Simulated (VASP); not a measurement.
**MnO2: single point with PBE+U**

MnO2:

```
Mn O
1.0
     1.50946    0.87149    4.84394
    -1.50946    0.87149    4.84394
     0.00000   -1.74297    4.84394
Mn O
1 2
Cartesian
  0.0000 0.0000 0.0000
  0.0000 0.0000 3.8417
  0.0000 0.0000 10.6901
```

| Property | Result |
| --- | --- |
| Program | VASP 6.6.1 |
| Task | single point |
| Functional | PBE |
| Potentials or basis | VASP PAW PBE potentials, release 64 (Mn_pv, O) |
| Cutoff | 520 eV |
| k mesh | 12 × 12 × 12 |
| Occupations | gaussian, width 0.02 eV |
| Spin | no spin polarisation |
| Hubbard terms | Mn d U = 3.9 eV |
| Dipole correction | no |
| Further INCAR settings | ALGO = Normal; EDIFF = 1e-06; NBANDS = 20 |

* Pressure: -24.7 GPa
* Largest force: 1.982 eV/Å
* Band gap on the k mesh: zero (an odd number of electrons rules out a gap without spin polarisation)

Forces in eV/Å, atoms in the order of the input:
```
Mn   0.000  0.000  0.000
O    0.000  0.000  1.982
O    0.000  0.000 -1.982
```

Stress tensor (GPa, compression positive):
```
-28.99   0.00   0.00
  0.00 -28.99   0.00
  0.00   0.00 -16.26
```

Levels at points of the mesh, in eV from the Fermi level:
| k point | band 9 | band 10 | band 11 | band 12 | band 13 | band 14 | band 15 | band 16 | band 17 | band 18 |
| --- | --- | --- | --- | --- | --- | --- | --- | --- | --- | --- |
| (0.00, 0.00, 0.00) | -1.16 | -1.16 | -0.86 | -0.54 | -0.54 | 0.58 | 3.27 | 3.27 | 6.40 | 9.96 |
| (0.50, 0.00, 0.00) | -3.00 | -2.33 | -1.81 | -0.32 | -0.18 | 0.22 | 2.65 | 3.20 | 11.42 | 12.24 |
| (0.50, 0.50, 0.00) | -2.60 | -2.41 | -1.58 | -0.39 | -0.18 | 0.16 | 2.78 | 3.25 | 10.66 | 11.97 |
| (0.50, 0.50, 0.50) | -1.86 | -1.20 | -1.20 | -0.54 | -0.54 | 0.65 | 3.29 | 3.29 | 8.29 | 8.62 |

Eigenvalues of the final occupation matrices:
| site | spin | trace | eigenvalues |
| --- | --- | --- | --- |
| site 1 d | 1 | 2.45 | 0.35 0.35 0.56 0.56 0.63 |
| site 1 d | 2 | 2.45 | 0.35 0.35 0.56 0.56 0.63 |

It took 4.6 min on 1 thread of Intel(R) Xeon(R) Platinum 8488C (Sapphire Rapids) (shared host), peak memory 0.32 GiB.

Caveat: the cell stands under tension; an odd number of electrons without spin polarisation forces a metal; a magnetic or distorted state may lie lower; the run has no spin polarisation, though such a crystal can be magnetic; U without spin polarisation on a metal has little footing. Spin polarisation is off, so any magnetic state and its effect on volume and gap are missing.
